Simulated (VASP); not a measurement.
# BN (P6_3/mmc) in VASP: further runs

The runs below take BN through single point, with PBEsol.

All numbers are computed with VASP 6.6.1; they aren't measurements. Logs are shortened: lines on timing, memory, paths and dates and some standing lists are left out, and cuts for length are marked.

### 1 The cell of the first run

Symmetry: P6_3/mmc, No. 194, hexagonal system. Conventional cell: a = 2.523 Å, b = 2.523 Å, c = 6.594 Å, α = 90.00°, β = 90.00°, γ = 120.00°. B (site symmetry -6m2) has 3 N at 1.46 Å within 1.9 Å. N (site symmetry -6m2) has 3 B at 1.46 Å within 1.9 Å.

### 2 Single point, PBEsol (volume 9.089 Å^3 an atom, c/a of the conventional cell 2.6133)

The input, INCAR:

```
SYSTEM = BN
PREC = Accurate ; ENCUT = 520
EDIFF = 1E-6 ; ISMEAR = 0
SIGMA = 0.05 ; LREAL = .FALSE.
LASPH = .TRUE. ; NELM = 100
ALGO = Normal ; ISIF = 2
LWAVE = .FALSE. ; LCHARG = .FALSE.
GGA = PS ; NBANDS = 16
```

The input, KPOINTS:

```
regular mesh
0
G
  12 12 4
  0 0 0
```

The input, POSCAR:

```
BN
1.0
    2.5232022594      0.0000000000      0.0000000000
   -1.2616011297      2.1851572555      0.0000000000
    0.0000000000      0.0000000000      6.5938844644
B N
2 2
Direct
    0.3333333333      0.6666666667      0.2500000000
    0.6666666667      0.3333333333      0.7500000000
    0.3333333333      0.6666666667      0.7500000000
    0.6666666667      0.3333333333      0.2500000000
```

Potentials or basis: VASP PAW PBE potentials, release 64 (B, N).

On the command line:

```sh
cat potpaw_PBE.64/B/POTCAR potpaw_PBE.64/N/POTCAR > POTCAR
mpirun -np 1 vasp_std > vasp.out
```

OUTCAR:

```text
SYSTEM = BN
   PREC = Accurate
   ENCUT = 520
   EDIFF = 1E-6
   ISMEAR = 0
   LREAL = .FALSE.
   LASPH = .TRUE.
   NELM = 100
   ISIF = 2
   GGA = PS

 ion  position               nearest neighbor table
   1  0.333  0.667  0.250-   4 1.46   4 1.46   4 1.46
   2  0.667  0.333  0.750-   3 1.46   3 1.46   3 1.46
   3  0.333  0.667  0.750-   2 1.46   2 1.46   2 1.46
   4  0.667  0.333  0.250-   1 1.46   1 1.46   1 1.46

  LATTYP: Found a hexagonal cell.
 ALAT       =     2.5232022594
 C/A-ratio  =     2.6133000000

  Lattice vectors:

 A1 = (   2.5232022594,   0.0000000000,   0.0000000000)
 A2 = (  -1.2616011297,   2.1851572555,   0.0000000000)
 A3 = (   0.0000000000,   0.0000000000,   6.5938844644)

Analysis of symmetry for initial positions (statically):
=====================================================================
 Subroutine PRICEL returns:
 Original cell was already a primitive cell.

 Routine SETGRP: Setting up the symmetry group for a
 hexagonal supercell.

 Subroutine GETGRP returns: Found 24 space group operations
 (whereof 12 operations were pure point group operations)
 out of a pool of 24 trial point group operations.

The static configuration has the point symmetry D_3d.
 The point group associated with its full space group is D_6h.

Analysis of symmetry for dynamics (positions and initial velocities):
=====================================================================
 Subroutine PRICEL returns:
 Original cell was already a primitive cell.

 Routine SETGRP: Setting up the symmetry group for a
 hexagonal supercell.

 Subroutine GETGRP returns: Found 24 space group operations
 (whereof 12 operations were pure point group operations)
 out of a pool of 24 trial point group operations.

The dynamic configuration has the point symmetry D_3d.
 The point group associated with its full space group is D_6h.

 Subroutine INISYM returns: Found 24 space group operations
 (whereof 12 operations are pure point group operations),
 and found     1 'primitive' translations

----------------------------------------------------------------------------------------

                                     Primitive cell

  volume of cell :      36.3560

  direct lattice vectors                    reciprocal lattice vectors
     2.523202259  0.000000000  0.000000000     0.396321776  0.228816484  0.000000000
    -1.261601130  2.185157256  0.000000000     0.000000000  0.457632968  0.000000000
     0.000000000  0.000000000  6.593884464     0.000000000  0.000000000  0.151655675

  length of vectors
     2.523202259  2.523202259  6.593884464     0.457632968  0.457632968  0.151655675

  position of ions in fractional coordinates (direct lattice)
     0.333333333  0.666666667  0.250000000
     0.666666667  0.333333333  0.750000000
     0.333333333  0.666666667  0.750000000
     0.666666667  0.333333333  0.250000000

  ion indices of the primitive-cell ions
   primitive index   ion index
                 1           1
                 2           2
                 3           3
                 4           4

----------------------------------------------------------------------------------------

 KPOINTS: regular mesh

Automatic generation of k-mesh.
 Grid dimensions read from file:
 generate k-points for:   12   12    4

 Generating k-lattice:

  Cartesian coordinates                     Fractional coordinates (reciprocal lattice)
     0.033026815  0.019068040  0.000000000     0.083333333  0.000000000  0.000000000
     0.000000000  0.038136081  0.000000000     0.000000000  0.083333333  0.000000000
     0.000000000  0.000000000  0.037913919     0.000000000  0.000000000  0.250000000

  Length of vectors
     0.038136081  0.038136081  0.037913919

  Shift w.r.t. Gamma in fractional coordinates (k-lattice)
     0.000000000  0.000000000  0.000000000

 Subroutine IBZKPT returns following result:
 ===========================================

 Found     57 irreducible k-points:

 Following reciprocal coordinates:
            Coordinates               Weight
  0.000000  0.000000  0.000000      1.000000
  0.083333  0.000000  0.000000      6.000000
  0.166667  0.000000  0.000000      6.000000
  0.250000  0.000000  0.000000      6.000000
  0.333333  0.000000  0.000000      6.000000
  0.416667  0.000000  0.000000      6.000000
[... 16 lines left out ...]
  0.250000  0.000000  0.250000     12.000000
  0.333333  0.000000  0.250000     12.000000
 [... further k-points ...]
   k-points           NKPTS =     57   k-points in BZ     NKDIM =     57   number of bands    NBANDS=     16
   number of dos      NEDOS =    301   number of ions     NIONS =      4
   total plane-waves  NPLWV =  20000
   dimension x,y,z NGX =    20 NGY =   20 NGZ =   50
   dimension x,y,z NGXF=    40 NGYF=   40 NGZF=  100
   ions per type =               2   2
   NGX,Y,Z   is equivalent  to a cutoff of  13.18, 13.18, 12.61 a.u.
   NGXF,Y,Z  is equivalent  to a cutoff of  26.35, 26.35, 25.21 a.u.
 SYSTEM =  BN
   PREC   = accura    normal or accurate (medium, high low for compatibility)
   ISTART =      0    job   : 0-new  1-cont  2-samecut
   ICHARG =      2    charge: 1-file 2-atom 10-const
   ISPIN  =      1    spin polarized calculation?
   LNONCOLLINEAR =      F non collinear calculations
   LSORBIT =      F    spin-orbit coupling
   LASPH  =      T    aspherical Exc in radial PAW
   ENCUT  =  520.0 eV  38.22 Ry    6.18 a.u.   4.69  4.69 12.26*2*pi/ulx,y,z
   NELM   =    100;   NELMIN=  2; NELMDL= -5     # of ELM steps
   EDIFF  = 0.1E-05   stopping-criterion for ELM
   LREAL  =      F    real-space projection
   EDIFFG = 0.1E-04   stopping-criterion for IOM
   NSW    =      0    number of steps for IOM
   IBRION =     -1    ionic relax: 0-MD 1-quasi-New 2-CG
   NFREE  =      0    steps in history (QN), initial steepest desc. (CG)
   ISIF   =      2    stress and relaxation
   ISYM   =      2    0-nonsym 1-usesym 2-fastsym
   POTIM  = 0.5000    time-step for ionic-motion
   TEBEG  =    0.0;   TEEND  =   0.0 temperature during run
   PSTRESS=    0.0 pullay stress
   NELECT =      16.0000    total number of electrons
   NUPDOWN=      -1.0000    fix difference up-down
   EMIN   =  10.00;   EMAX   =-10.00  energy-range for DOS
   EFERMI =   0.00;   METHOD = LEGACY
   ISMEAR =     0;   SIGMA  =   0.05  broadening in eV -4-tet -1-fermi 0-gaus
   EFERMI_NEDOS =   21; number of points for ismear=-14 and -15
   IALGO  =     38    algorithm
   IMIX   =      4    mixing-type and parameters
     AMIX     =   0.40;   BMIX     =  1.00
     AMIX_MAG =   1.60;   BMIX_MAG =  1.00
  volume/ion in A,a.u.               =       9.09        61.34
  Fermi-wavevector in a.u.,A,eV,Ry     =   1.245249  2.353179 21.097800  1.550645
  Thomas-Fermi vector in A             =   2.379479
   LORBIT       =      0    0 simple, 1 ext, 2 COOP (PROOUT), +10 PAW based schemes
   GGA     = PS    functional components
   LHFCALC =     F    Hartree Fock is set to
   AEXX    =    0.0000 exact exchange contribution
   IVDW    =     0    specifies the selected vdW correction
   LEPSILON=     F    determine dielectric tensor
   LRPA    =     F    only Hartree local field effects (RPA)
 non-spin polarized calculation
 Gauss-broadening in eV      SIGMA  =   0.05
  energy-cutoff  :      520.00
  volume of cell :       36.36
 maximum number of plane-waves:       997
 NGX is ok and might be reduce to    20
   NGX =  9   NGY =  9   NGZ = 25

 number of electron      15.9999999 magnetization

 Free energy of the ion-electron system (eV)
  ---------------------------------------------------
  ext. energy  EPLUGINS =         0.00000000
  ---------------------------------------------------
  free energy    TOTEN  =       -36.55285857 eV

  energy without entropy =      -36.55285857  energy(sigma->0) =      -36.55285857

 E-fermi :   2.3760     XC(G=0): -10.3031

 val. band max:        2.1590347988   @ k =   0.3333   0.2500   0.0000
 cond. band min:       6.2707042507   @ k =   0.5000   0.0000   0.0000
 fundamental gap:      4.1116694519
 Fermi energy:         2.3760113565

 k-point     1 :       0.0000    0.0000    0.0000
  band No.  band energies     occupation
      1     -15.4854      2.00000
      2     -15.1624      2.00000
      3      -4.0653      2.00000
      4      -1.7936      2.00000
      5       0.8154      2.00000
      6       0.8154      2.00000
[... 8 lines left out ...]
     15      14.0222      0.00000
     16      14.8847      0.00000

 k-point     2 :       0.0833    0.0000    0.0000
  band No.  band energies     occupation
      1     -15.3509      2.00000
      2     -15.0328      2.00000
      3      -3.8809      2.00000
      4      -1.6294      2.00000
      5       0.2607      2.00000
      6       0.2982      2.00000
[... 8 lines left out ...]
     15      14.3879      0.00000
     16      14.5360      0.00000

 k-point     3 :       0.1667    0.0000    0.0000
  band No.  band energies     occupation
      1     -14.9544      2.00000
      2     -14.6517      2.00000
      3      -3.3342      2.00000
      4      -1.1469      2.00000
      5      -1.1446      2.00000
      6      -1.0985      2.00000
[... 8 lines left out ...]
     15      15.6632      0.00000
     16      15.7517      0.00000

 k-point     4 :       0.2500    0.0000    0.0000
  band No.  band energies     occupation
      1     -14.3225      2.00000
      2     -14.0466      2.00000
      3      -2.9267      2.00000
      4      -2.8570      2.00000
      5      -2.4494      2.00000
      6      -0.7884      2.00000
[... 8 lines left out ...]
     15      17.3785      0.00000
     16      17.8522      0.00000
[... 324 lines left out ...]
 k-point    22 :       0.1667    0.0000    0.2500
  band No.  band energies     occupation
      1     -14.9126      2.00000
      2     -14.6987      2.00000
      3      -3.0723      2.00000
      4      -1.5735      2.00000
      5      -1.1303      2.00000
      6      -1.0727      2.00000
[... 8 lines left out ...]
     15      15.6422      0.00000
     16      15.7321      0.00000

 k-point    23 :       0.2500    0.0000    0.2500
  band No.  band energies     occupation
      1     -14.2841      2.00000
      2     -14.0892      2.00000
      3      -2.9344      2.00000
      4      -2.8753      2.00000
      5      -2.1743      2.00000
      6      -0.7791      2.00000
[... 8 lines left out ...]
     15      17.8688      0.00000
     16      17.9564      0.00000

 k-point    24 :       0.3333    0.0000    0.2500
  band No.  band energies     occupation
      1     -13.4877      2.00000
      2     -13.3237      2.00000
      3      -4.6896      2.00000
      4      -4.6240      2.00000
      5      -1.3979      2.00000
      6      -1.3488      2.00000
[... 8 lines left out ...]
     15      18.6146      0.00000
     16      20.3408      0.00000

 [... further k-points ...]

------------------------ aborting loop because EDIFF is reached ----------------------------------------

  FORCE on cell =-STRESS in cart. coord.  units (eV):
  Direction    XX          YY          ZZ          XY          YZ          ZX
  --------------------------------------------------------------------------------------
  -------------------------------------------------------------------------------------
  Total       -1.6544465     -1.6544465      0.2038438      0.0000000      0.0000000      0.0000000
  in kB      -72.9100202    -72.9100202      8.9832195      0.0000000      0.0000000      0.0000000
  external PRESSURE =     -45.6122736 kB  Pullay stress =       0.0000000 kB

 VOLUME and BASIS-vectors are now :
 -----------------------------------------------------------------------------
  energy-cutoff  :      520.00
  volume of cell :       36.36
      direct lattice vectors                 reciprocal lattice vectors
     2.523202259  0.000000000  0.000000000     0.396321776  0.228816484  0.000000000
    -1.261601130  2.185157256  0.000000000     0.000000000  0.457632968  0.000000000
     0.000000000  0.000000000  6.593884464     0.000000000  0.000000000  0.151655675

 POSITION                                       TOTAL-FORCE (eV/Angst)
 -----------------------------------------------------------------------------------
     -0.00000      1.45677      1.64847        -0.000000      0.000000      0.000000
      1.26160      0.72839      4.94541         0.000000      0.000000      0.000000
     -0.00000      1.45677      4.94541        -0.000000      0.000000      0.000000
      1.26160      0.72839      1.64847         0.000000     -0.000000      0.000000
 -----------------------------------------------------------------------------------
    total drift:                               -0.000000      0.000000      0.000000

  FREE ENERGIE OF THE ION-ELECTRON SYSTEM (eV)
  ---------------------------------------------------
  free  energy   TOTEN  =       -36.5528585697 eV

  energy  without entropy=      -36.5528585697  energy(sigma->0) =      -36.55285857
```

Wall time 54 s (1 thread of Intel Xeon Platinum 8259CL at 2.50GHz (Skylake/Cascade Lake), shared host); peak memory 0.16 GiB.

What came out:

- Free energy: -36.5529 eV
- Pressure: -4.6 GPa
- Band gap on the k mesh: 4.11 eV, indirect (least direct gap 4.51 eV)

Stress tensor (GPa, compression positive):
```
-7.29  0.00  0.00
 0.00 -7.29  0.00
 0.00  0.00  0.90
```

Caveat: the PAW data sets were made with another functional, which shifts forces and pressure a little; this functional lacks dispersion, which binds the layers, so the pressure and a relaxed spacing across them are unreliable. A k mesh can miss the band edges.

### 3 Single point, PBEsol (volume 8.401 Å^3 an atom, c/a of the conventional cell 2.8780)

The input, INCAR:

```
PREC = Accurate
ENCUT = 520
EDIFF = 1E-6
ISMEAR = 0
SIGMA = 0.05
LREAL = False
LASPH = True
NELM = 60
ALGO = Normal
ISIF = 2
LWAVE = False
LCHARG = False
GGA = PS
NBANDS = 16
```

The input, KPOINTS:

```
regular mesh
0
Gamma
  12 12 4
```

The input, POSCAR:

```
BN
1.0
    2.3800706650      0.0000000000      0.0000000000
   -1.1900353325      2.0612016587      0.0000000000
    0.0000000000      0.0000000000      6.8498433739
B N
2 2
Direct
    0.3333333333      0.6666666667      0.2500000000
    0.6666666667      0.3333333333      0.7500000000
    0.3333333333      0.6666666667      0.7500000000
    0.6666666667      0.3333333333      0.2500000000
```

Potentials or basis: VASP PAW PBE potentials, release 64 (B, N).

On the command line:

```sh
cat potpaw_PBE.64/B/POTCAR potpaw_PBE.64/N/POTCAR > POTCAR
mpirun -np 1 vasp_std > vasp.out
```

It took 17 s on 1 thread of AMD EPYC 9R45 (Zen 5), shared host; peak memory 0.12 GiB.

The run converged. Its results:

* Free energy: -35.8699 eV
* Pressure: 44.8 GPa
* Band gap on the k mesh: 4.45 eV, indirect (least direct gap 4.96 eV)

Stress tensor (GPa, compression positive):
```
67.12  0.00  0.00
 0.00 67.12  0.00
 0.00  0.00  0.28
```

Levels at points of the mesh, in eV from the valence-band top:
| k point | band 5 | band 6 | band 7 | band 8 | band 9 | band 10 | band 11 | band 12 |
| --- | --- | --- | --- | --- | --- | --- | --- | --- |
| (0.00, 0.00, 0.00) | -1.10 | -1.10 | -1.08 | -1.08 | 4.75 | 10.04 | 12.84 | 12.84 |
| (0.50, 0.00, 0.00) | -4.36 | -4.32 | -1.50 | -0.69 | 4.45 | 5.74 | 10.76 | 11.62 |
| (0.00, 0.00, 0.50) | -1.09 | -1.09 | -1.09 | -1.09 | 7.07 | 7.07 | 12.88 | 12.88 |
| (0.50, 0.00, 0.50) | -4.34 | -4.34 | -1.09 | -1.09 | 4.93 | 4.93 | 11.42 | 11.42 |

Caveat: the PAW data sets were made with another functional, which shifts forces and pressure a little; this functional lacks dispersion, which binds the layers, so the pressure and a relaxed spacing across them are unreliable. A k mesh can miss the band edges.

### 4 Single point, PBEsol (volume 8.401 Å^3 an atom, c/a of the conventional cell 2.4903)

The input, INCAR:

```
SYSTEM = BN
  PREC = Accurate
  ENCUT = 520
  EDIFF = 1E-6
  ISMEAR = 0
  SIGMA = 0.05
  LREAL = .FALSE.
  LASPH = .TRUE.
  NELM = 80
  ALGO = Normal
  ISIF = 2
  LWAVE = .FALSE.
  LCHARG = .TRUE.
  GGA = PS
  LELF = .TRUE.
  LVHAR = .TRUE.
  NBANDS = 16
```

The input, KPOINTS:

```
Automatic mesh
0
G
  12 12 4
  0 0 0
```

The input, POSCAR:

```
BN
1.0
    2.4976767160      0.0000000000      0.0000000000
   -1.2488383580      2.1630514865      0.0000000000
    0.0000000000      0.0000000000      6.2199643259
B N
2 2
Direct
    0.3333333333      0.6666666667      0.2500000000
    0.6666666667      0.3333333333      0.7500000000
    0.3333333333      0.6666666667      0.7500000000
    0.6666666667      0.3333333333      0.2500000000
```

On the command line:

```sh
cat potpaw_PBE.64/B/POTCAR potpaw_PBE.64/N/POTCAR > POTCAR
mpirun -np 1 vasp_std > vasp.out
```

It took 17 s on 1 thread of AMD EPYC 9R45 (Zen 5), shared host; peak memory 0.13 GiB.

Results (log left out):

```
Free energy            : -36.5351 eV
Pressure               : 3.7 GPa
Band gap on the k mesh : 4.03 eV, indirect (least direct gap 4.38 eV)
```

Stress tensor (GPa, compression positive):
```
3.97 0.00 0.00
0.00 3.97 0.00
0.00 0.00 3.08
```

Levels at points of the mesh, in eV from the valence-band top:
```csv
k point,band 5,band 6,band 7,band 8,band 9,band 10,band 11,band 12
"(0.00, 0.00, 0.00)",-1.37,-1.37,-1.30,-1.30,5.46,10.92,11.46,11.46
"(0.50, 0.00, 0.00)",-4.23,-4.11,-1.78,-0.35,4.03,5.88,9.53,9.83
"(0.00, 0.00, 0.50)",-1.33,-1.33,-1.33,-1.33,8.24,8.24,11.57,11.57
"(0.50, 0.00, 0.50)",-4.17,-4.17,-1.01,-1.01,4.57,4.57,9.92,9.92
```

Caveat: the PAW data sets were made with another functional, which shifts forces and pressure a little; this functional lacks dispersion, which binds the layers, so the pressure and a relaxed spacing across them are unreliable.

### 5 Summary

```tsv
cell	gap on the mesh (eV)	pressure (GPa)
a = 2.523, b = 2.523, c = 6.594 Å, angles 90.0, 90.0, 120.0°, 4 atoms	4.11	-4.6
a = 2.380, b = 2.380, c = 6.850 Å, angles 90.0, 90.0, 120.0°, 4 atoms	4.45	44.8
a = 2.498, b = 2.498, c = 6.220 Å, angles 90.0, 90.0, 120.0°, 4 atoms	4.03	3.7
```

Alike in all rows: task single point; level PBEsol; potentials or basis VASP PAW PBE potentials, release 64 (B, N); no spin polarisation; k mesh 12 × 12 × 4; cutoff (eV) 520; smearing gaussian 0.05 eV.

Caveats: the PAW data sets were made with another functional, which shifts forces and pressure a little; this functional lacks dispersion, which binds the layers, so the pressure and a relaxed spacing across them are unreliable.

Absolute energies hang on the potentials; compare differences alone.
